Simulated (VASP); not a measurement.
# Hg3F2 (R-3c) in VASP: single point with PBE

Aim: the single point of Hg3F2 with PBE.

Program: VASP 6.6.1. These are calculated values, not measurements. Logs are shortened: lines on timing, memory, paths and dates and some standing lists are left out, and cuts for length are marked.

### 1 The cell of the first run

The structure is trigonal, space group R-3c (No. 167). Conventional cell: a = 6.418 Å, b = 6.418 Å, c = 18.943 Å, α = 90.00°, β = 90.00°, γ = 120.00°. Hg (site symmetry 2) has 2 F at 2.41 Å and 2 Hg at 2.90 Å within 3.2 Å. Within 3.3 Å of F (site symmetry 3) lie 3 Hg at 2.41 Å and 1 F at 3.29 Å.

### 2 Single point, PBE

INCAR reads:

```
ALGO = Normal ; EDIFF = 1E-6
ENCUT = 520 ; GGA = PE
ISIF = 2 ; ISMEAR = 0
LASPH = True ; LCHARG = False
LREAL = False ; LWAVE = False
NBANDS = 61 ; NELM = 100
PREC = Accurate ; SIGMA = 0.1
```

KPOINTS reads:

```
k-points
0
Gamma
  6 6 6
```

POSCAR reads:

```
Hg3F2
1.0
    3.2091796350      1.8528207261      6.3142853867
   -3.2091796350      1.8528207261      6.3142853867
    0.0000000000     -3.7056414523      6.3142853867
Hg F
6 4
Direct
    0.5112886775      0.9887113225      0.2500000000
    0.2500000000      0.5112886775      0.9887113225
    0.9887113225      0.2500000000      0.5112886775
    0.4887113225      0.0112886775      0.7500000000
    0.7500000000      0.4887113225      0.0112886775
    0.0112886775      0.7500000000      0.4887113225
    0.4132900460      0.4132900460      0.4132900460
    0.0867099540      0.0867099540      0.0867099540
    0.5867099540      0.5867099540      0.5867099540
    0.9132900460      0.9132900460      0.9132900460
```

Potentials or basis: VASP PAW PBE potentials, release 64 (Hg, F).

Launch:

```console
cat potpaw_PBE.64/Hg/POTCAR potpaw_PBE.64/F/POTCAR > POTCAR
mpirun -np 1 vasp_std > vasp.out
```

OUTCAR:

```text
EDIFF = 1E-6
   ENCUT = 520
   GGA = PE
   ISIF = 2
   ISMEAR = 0
   LASPH = True
   LREAL = False
   NELM = 100
   PREC = Accurate

 ion  position               nearest neighbor table
   1  0.511  0.989  0.250-   9 2.41  10 2.41   2 2.90   3 2.90   4 3.66   4 3.66
   2  0.250  0.511  0.989-   9 2.41  10 2.41   3 2.90   1 2.90   5 3.66   5 3.66
   3  0.989  0.250  0.511-  10 2.41   9 2.41   2 2.90   1 2.90   6 3.66   6 3.66
   4  0.489  0.011  0.750-   7 2.41   8 2.41   6 2.90   5 2.90   1 3.66   1 3.66
   5  0.750  0.489  0.011-   7 2.41   8 2.41   6 2.90   4 2.90   2 3.66   2 3.66
   6  0.011  0.750  0.489-   8 2.41   7 2.41   5 2.90   4 2.90   3 3.66   3 3.66
   7  0.413  0.413  0.413-   5 2.41   4 2.41   6 2.41
   8  0.087  0.087  0.087-   6 2.41   4 2.41   5 2.41
   9  0.587  0.587  0.587-   2 2.41   1 2.41   3 2.41
  10  0.913  0.913  0.913-   3 2.41   1 2.41   2 2.41

  LATTYP: Found a trigonal (rhomboedric) cell.
 ALAT       =     7.3213372083
 COS(alpha) =     0.6157293363

  Lattice vectors:

 A1 = (   3.2091796350,   1.8528207261,   6.3142853867)
 A2 = (  -3.2091796350,   1.8528207261,   6.3142853867)
 A3 = (   0.0000000000,  -3.7056414523,   6.3142853867)

Analysis of symmetry for initial positions (statically):
=====================================================================
 Subroutine PRICEL returns:
 Original cell was already a primitive cell.

 Routine SETGRP: Setting up the symmetry group for a
 trigonal (rhombohedral) supercell.

 Subroutine GETGRP returns: Found 12 space group operations
 (whereof  6 operations were pure point group operations)
 out of a pool of 12 trial point group operations.

The static configuration has the point symmetry S_6 .
 The point group associated with its full space group is D_3d.

Analysis of symmetry for dynamics (positions and initial velocities):
=====================================================================
 Subroutine PRICEL returns:
 Original cell was already a primitive cell.

 Routine SETGRP: Setting up the symmetry group for a
 trigonal (rhombohedral) supercell.

 Subroutine GETGRP returns: Found 12 space group operations
 (whereof  6 operations were pure point group operations)
 out of a pool of 12 trial point group operations.

The dynamic configuration has the point symmetry S_6 .
 The point group associated with its full space group is D_3d.

 Subroutine INISYM returns: Found 12 space group operations
 (whereof  6 operations are pure point group operations),
 and found     1 'primitive' translations

----------------------------------------------------------------------------------------

                                     Primitive cell

  volume of cell :     225.2698

  direct lattice vectors                    reciprocal lattice vectors
     3.209179635  1.852820726  6.314285387     0.155803058  0.089952937  0.052790350
    -3.209179635  1.852820726  6.314285387    -0.155803058  0.089952937  0.052790350
     0.000000000 -3.705641452  6.314285387     0.000000000 -0.179905875  0.052790350

  length of vectors
     7.321337208  7.321337208  7.321337208     0.187491186  0.187491186  0.187491186

  position of ions in fractional coordinates (direct lattice)
     0.511288677  0.988711323  0.250000000
     0.250000000  0.511288677  0.988711323
     0.988711323  0.250000000  0.511288677
     0.488711323  0.011288677  0.750000000
     0.750000000  0.488711323  0.011288677
     0.011288677  0.750000000  0.488711323
     0.413290046  0.413290046  0.413290046
     0.086709954  0.086709954  0.086709954
     0.586709954  0.586709954  0.586709954
     0.913290046  0.913290046  0.913290046

  ion indices of the primitive-cell ions
   primitive index   ion index
                 1           1
                 2           2
                 3           3
                 4           4
                 5           5
                 6           6
                 7           7
                 8           8
                 9           9
                10          10

----------------------------------------------------------------------------------------

 KPOINTS: k-points

Automatic generation of k-mesh.
 Grid dimensions read from file:
 generate k-points for:    6    6    6

 Generating k-lattice:

  Cartesian coordinates                     Fractional coordinates (reciprocal lattice)
     0.025967176  0.014992156  0.008798392     0.166666667  0.000000000  0.000000000
    -0.025967176  0.014992156  0.008798392     0.000000000  0.166666667  0.000000000
     0.000000000 -0.029984312  0.008798392     0.000000000  0.000000000  0.166666667

  Length of vectors
     0.031248531  0.031248531  0.031248531

  Shift w.r.t. Gamma in fractional coordinates (k-lattice)
     0.000000000  0.000000000  0.000000000

 Subroutine IBZKPT returns following result:
 ===========================================

 Found     32 irreducible k-points:

 Following reciprocal coordinates:
            Coordinates               Weight
  0.000000  0.000000  0.000000      1.000000
  0.166667 -0.000000 -0.000000      6.000000
  0.333333  0.000000  0.000000      6.000000
  0.500000  0.000000  0.000000      3.000000
  0.166667  0.166667 -0.000000      6.000000
  0.333333  0.166667 -0.000000     12.000000
[... 16 lines left out ...]
  0.500000  0.500000  0.166667      6.000000
 -0.333333  0.500000  0.166667     12.000000
 [... further k-points ...]
   k-points           NKPTS =     32   k-points in BZ     NKDIM =     32   number of bands    NBANDS=     61
   number of dos      NEDOS =    301   number of ions     NIONS =     10
   total plane-waves  NPLWV = 157464
   dimension x,y,z NGX =    54 NGY =   54 NGZ =   54
   dimension x,y,z NGXF=   108 NGYF=  108 NGZF=  108
   ions per type =               6   4
   NGX,Y,Z   is equivalent  to a cutoff of  12.26, 12.26, 12.26 a.u.
   NGXF,Y,Z  is equivalent  to a cutoff of  24.52, 24.52, 24.52 a.u.
 SYSTEM =  unknown system
   PREC   = accura    normal or accurate (medium, high low for compatibility)
   ISTART =      0    job   : 0-new  1-cont  2-samecut
   ICHARG =      2    charge: 1-file 2-atom 10-const
   ISPIN  =      1    spin polarized calculation?
   LNONCOLLINEAR =      F non collinear calculations
   LSORBIT =      F    spin-orbit coupling
   LASPH  =      T    aspherical Exc in radial PAW
   ENCUT  =  520.0 eV  38.22 Ry    6.18 a.u.  13.61 13.61 13.61*2*pi/ulx,y,z
   NELM   =    100;   NELMIN=  2; NELMDL= -5     # of ELM steps
   EDIFF  = 0.1E-05   stopping-criterion for ELM
   LREAL  =      F    real-space projection
   EDIFFG = 0.1E-04   stopping-criterion for IOM
   NSW    =      0    number of steps for IOM
   IBRION =     -1    ionic relax: 0-MD 1-quasi-New 2-CG
   NFREE  =      0    steps in history (QN), initial steepest desc. (CG)
   ISIF   =      2    stress and relaxation
   ISYM   =      2    0-nonsym 1-usesym 2-fastsym
   POTIM  = 0.5000    time-step for ionic-motion
   TEBEG  =    0.0;   TEEND  =   0.0 temperature during run
   PSTRESS=    0.0 pullay stress
   NELECT =     100.0000    total number of electrons
   NUPDOWN=      -1.0000    fix difference up-down
   EMIN   =  10.00;   EMAX   =-10.00  energy-range for DOS
   EFERMI =   0.00;   METHOD = LEGACY
   ISMEAR =     0;   SIGMA  =   0.10  broadening in eV -4-tet -1-fermi 0-gaus
   EFERMI_NEDOS =   21; number of points for ismear=-14 and -15
   IALGO  =     38    algorithm
   IMIX   =      4    mixing-type and parameters
     AMIX     =   0.40;   BMIX     =  1.00
     AMIX_MAG =   1.60;   BMIX_MAG =  1.00
  volume/ion in A,a.u.               =      22.53       152.02
  Fermi-wavevector in a.u.,A,eV,Ry     =   1.248841  2.359968 21.219704  1.559604
  Thomas-Fermi vector in A             =   2.382909
   LORBIT       =      0    0 simple, 1 ext, 2 COOP (PROOUT), +10 PAW based schemes
   GGA     = PE    functional components
   LHFCALC =     F    Hartree Fock is set to
   AEXX    =    0.0000 exact exchange contribution
   IVDW    =     0    specifies the selected vdW correction
   LEPSILON=     F    determine dielectric tensor
   LRPA    =     F    only Hartree local field effects (RPA)
 non-spin polarized calculation
 Gauss-broadening in eV      SIGMA  =   0.10
  energy-cutoff  :      520.00
  volume of cell :      225.27
 maximum number of plane-waves:      6096
   NGX = 27   NGY = 27   NGZ = 27

 number of electron     100.0000008 magnetization

 Free energy of the ion-electron system (eV)
  ---------------------------------------------------
  ext. energy  EPLUGINS =         0.00000000
  ---------------------------------------------------
  free energy    TOTEN  =       -15.38995267 eV

  energy without entropy =      -15.37172162  energy(sigma->0) =      -15.38083715

 E-fermi :   0.6080     XC(G=0):  -9.3283

 val. band max:        0.5660903751   @ k =  -0.3333   0.1667   0.0000
 cond. band min:       0.6250303846   @ k =   0.3333   0.3333   0.1667
 fundamental gap:      0.0589400096
 Fermi energy:         0.6079632728

 k-point     1 :       0.0000    0.0000    0.0000
  band No.  band energies     occupation
      1     -22.0926      2.00000
      2     -22.0556      2.00000
      3     -22.0475      2.00000
      4     -22.0195      2.00000
      5      -6.6147      2.00000
      6      -6.6147      2.00000
[... 53 lines left out ...]
     60       7.3244      0.00000
     61       7.6498      0.00000

 k-point     2 :       0.1667   -0.0000   -0.0000
  band No.  band energies     occupation
      1     -22.0888      2.00000
      2     -22.0548      2.00000
      3     -22.0484      2.00000
      4     -22.0222      2.00000
      5      -6.6370      2.00000
      6      -6.6302      2.00000
[... 1397 lines left out ...]
     60       6.3640      0.00000
     61       6.5797      0.00000

 k-point    24 :      -0.3333    0.5000    0.1667
  band No.  band energies     occupation
      1     -22.0708      2.00000
      2     -22.0645      2.00000
      3     -22.0403      2.00000
      4     -22.0354      2.00000
      5      -6.8319      2.00000
      6      -6.8282      2.00000
[... 53 lines left out ...]
     60       6.3845      0.00000
     61       6.9008      0.00000

 [... further k-points ...]

------------------------ aborting loop because EDIFF is reached ----------------------------------------

  FORCE on cell =-STRESS in cart. coord.  units (eV):
  Direction    XX          YY          ZZ          XY          YZ          ZX
  --------------------------------------------------------------------------------------
  -------------------------------------------------------------------------------------
  Total        0.5044146      0.5044146     -0.1856777     -0.0000000      0.0000000      0.0000000
  in kB        3.5875283      3.5875283     -1.3205881     -0.0000000      0.0000000      0.0000000
  external PRESSURE =       1.9514895 kB  Pullay stress =       0.0000000 kB

 VOLUME and BASIS-vectors are now :
 -----------------------------------------------------------------------------
  energy-cutoff  :      520.00
  volume of cell :      225.27
      direct lattice vectors                 reciprocal lattice vectors
     3.209179635  1.852820726  6.314285387     0.155803058  0.089952937  0.052790350
    -3.209179635  1.852820726  6.314285387    -0.155803058  0.089952937  0.052790350
     0.000000000 -3.705641452  6.314285387     0.000000000 -0.179905875  0.052790350

 POSITION                                       TOTAL-FORCE (eV/Angst)
 -----------------------------------------------------------------------------------
     -1.53214      1.85282     11.05000         0.009344      0.000000      0.000000
     -0.83852     -2.25328     11.05000        -0.004672      0.008092      0.000000
      2.37066      0.40046     11.05000        -0.004672     -0.008092      0.000000
      1.53214     -1.85282      7.89286        -0.009344      0.000000      0.000000
      0.83852      2.25328      7.89286         0.004672     -0.008092      0.000000
     -2.37066     -0.40046      7.89286         0.004672      0.008092      0.000000
      0.00000     -0.00000      7.82889         0.000000      0.000000     -0.002224
      0.00000     -0.00000      1.64253         0.000000     -0.000000      0.002224
      0.00000     -0.00000     11.11396         0.000000     -0.000000      0.002224
      0.00000     -0.00000     17.30032         0.000000      0.000000     -0.002224
 -----------------------------------------------------------------------------------
    total drift:                               -0.000000     -0.000000      0.000000

  FREE ENERGIE OF THE ION-ELECTRON SYSTEM (eV)
  ---------------------------------------------------
  free  energy   TOTEN  =       -15.3899526695 eV

  energy  without entropy=      -15.3717216243  energy(sigma->0) =      -15.38083715
```

It took 5.1 min on 1 thread of Intel Xeon 6975P-C (Granite Rapids), shared host; peak memory 0.57 GiB.

Results:

```
Free energy            : -15.3900 eV
Pressure               : 0.2 GPa
Largest force          : 0.009 eV/Å
Band gap on the k mesh : zero (bands 50 and 51 overlap by 0.80 eV)
```

Forces on the atoms (eV/Å):
```
Hg   0.009  0.000  0.000
Hg  -0.005  0.008  0.000
Hg  -0.005 -0.008  0.000
Hg  -0.009  0.000  0.000
Hg   0.005 -0.008  0.000
Hg   0.005  0.008  0.000
F    0.000  0.000 -0.002
F    0.000  0.000  0.002
F    0.000  0.000  0.002
F    0.000  0.000 -0.002
```

Stress tensor (GPa, compression positive):
```
 0.36  0.00  0.00
 0.00  0.36  0.00
 0.00  0.00 -0.13
```

Caveat: spin-orbit coupling is left out, which moves the levels of the heavy elements.

The gap in the log of VASP goes by the Fermi energy; the results here count the filled bands.